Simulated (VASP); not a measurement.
Set up this calculation in VASP 6.6.1, as the native input.

```
Task                   : single point
Functional             : r2SCAN
Potentials or basis    : VASP PAW PBE potentials, release 64 (Si, C)
Cutoff                 : 520 eV
k mesh                 : 12 × 12 × 2
Occupations            : gaussian, width 0.02 eV
Spin                   : no spin polarisation
Dipole correction      : no
Further INCAR settings : ALGO = Normal; EDIFF = 1e-06; NBANDS = 36
```

SiC:

```xyz
12
Lattice="3.1386 0.0000 0.0000 -1.5693 2.7181 0.0000 0.0000 0.0000 15.4052" Properties=species:S:1:pos:R:3 pbc="T T T"
Si    0.0000    0.0000    1.9267
Si    0.0000    0.0000    9.6293
Si    0.0000    1.8121    4.4954
Si    1.5693    0.9060   12.1980
Si    0.0000    1.8121   14.7624
Si    1.5693    0.9060    7.0598
C     0.0000    0.0000   -0.0050
C     0.0000    0.0000    7.6976
C     0.0000    1.8121    2.5706
C     1.5693    0.9060   10.2732
C     0.0000    1.8121   12.8373
C     1.5693    0.9060    5.1347
```

These files were run (other wordings do the same):

POSCAR

```
SiC
1.0
    3.1386101099      0.0000000000      0.0000000000
   -1.5693050550      2.7181160877      0.0000000000
    0.0000000000      0.0000000000     15.4052156675
Si C
6 6
Direct
    0.0000000000      0.0000000000      0.1250649130
    0.0000000000      0.0000000000      0.6250649130
    0.3333333333      0.6666666667      0.2918112978
    0.6666666667      0.3333333333      0.7918112978
    0.3333333333      0.6666666667      0.9582749868
    0.6666666667      0.3333333333      0.4582749868
    0.0000000000      0.0000000000     -0.0003261666
    0.0000000000      0.0000000000      0.4996738334
    0.3333333333      0.6666666667      0.1668659719
    0.6666666667      0.3333333333      0.6668659719
    0.3333333333      0.6666666667      0.8333089971
    0.6666666667      0.3333333333      0.3333089971
```

INCAR.step1

```
PREC     = Accurate       # precision mode
ENCUT    = 520            # plane-wave cutoff, eV
ISMEAR   = 0              # smearing method
SIGMA    = 0.02           # smearing width, eV
LREAL    = False          # projectors in reciprocal space
LASPH    = True           # aspherical terms in the spheres
NELM     = 60             # most SCF steps
NBANDS   = 36             # bands
GGA      = PE             # functional
ALGO     = Normal         # electronic algorithm
EDIFF    = 1E-4           # SCF threshold, eV
LWAVE    = True           # write WAVECAR
LCHARG   = False          # write CHGCAR
```

INCAR.step2

```
PREC     = Accurate       # precision mode
ENCUT    = 520            # plane-wave cutoff, eV
EDIFF    = 1E-6           # SCF threshold, eV
ISMEAR   = 0              # smearing method
SIGMA    = 0.02           # smearing width, eV
LREAL    = False          # projectors in reciprocal space
LASPH    = True           # aspherical terms in the spheres
NELM     = 60             # most SCF steps
ALGO     = Normal         # electronic algorithm
ISIF     = 2              # what is computed and relaxed
LWAVE    = False          # write WAVECAR
LCHARG   = False          # write CHGCAR
METAGGA  = R2SCAN         # meta-GGA
LMIXTAU  = True         
NBANDS   = 36             # bands
ISTART   = 1
```

KPOINTS

```
Automatic mesh
0
Gamma
  12 12 2
```

Potentials or basis: VASP PAW PBE potentials, release 64 (Si, C).

Launch:

```console
$ cat potpaw_PBE.64/Si/POTCAR potpaw_PBE.64/C/POTCAR > POTCAR
$ cp INCAR.step1 INCAR
$ mpirun -np 1 vasp_std > vasp.out
$ cp INCAR.step2 INCAR
$ mpirun -np 1 vasp_std > vasp.out
```

Results of the run:

```
Pressure               : -12.0 GPa
Largest force          : 0.005 eV/Å
Band gap on the k mesh : 2.39 eV (least direct gap 3.54 eV)
```

Caveat: the cell stands under tension; the PAW data sets were made with another functional, which shifts forces and pressure a little.

Run time: 5 min on 1 thread of Intel(R) Xeon(R) 6975P-C (Granite Rapids) (shared host), peak memory 0.34 GiB.
